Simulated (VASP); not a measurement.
PbS:

```
Pb S
1.0
    -0.04092    2.97619    2.97619
     2.97619   -0.04092    2.97619
     2.97619    2.97619   -0.04092
Pb S
1 1
Direct
  0.00000 0.00000 0.00000
  0.50000 0.50000 0.50000
```

This cell differs from its parent crystal: epitaxial 111 strain +1.0%.

Base run:

| Property | Result |
| --- | --- |
| Program | VASP 6.6.1 |
| Functional | HSE06 |
| Potentials or basis | VASP PAW PBE potentials, release 64 (Pb_d, S) |
| Cutoff | 520 eV |
| k mesh | 6 × 6 × 6 |
| Occupations | gaussian, width 0.01 eV |
| Spin | no spin polarisation |

Its results: band gap on the k mesh 0.78 eV (least direct gap 0.90 eV); pressure -0.8 GPa.

**Question.** The run is repeated on the same cell with these changes: functional from HSE06 to PBE; k mesh from 6 × 6 × 6 to 4 × 4 × 4. What comes out?

**Answer.** Band gap on the k mesh 0.35 eV (least direct gap 0.45 eV); pressure 0.4 GPa.

Several settings changed at once.

Caveats: some runs use coarse meshes; spin-orbit coupling is left out, which moves the levels of the heavy elements; the PAW data sets were made with another functional, which shifts forces and pressure a little (at least some runs).

A k mesh can miss the band edges.
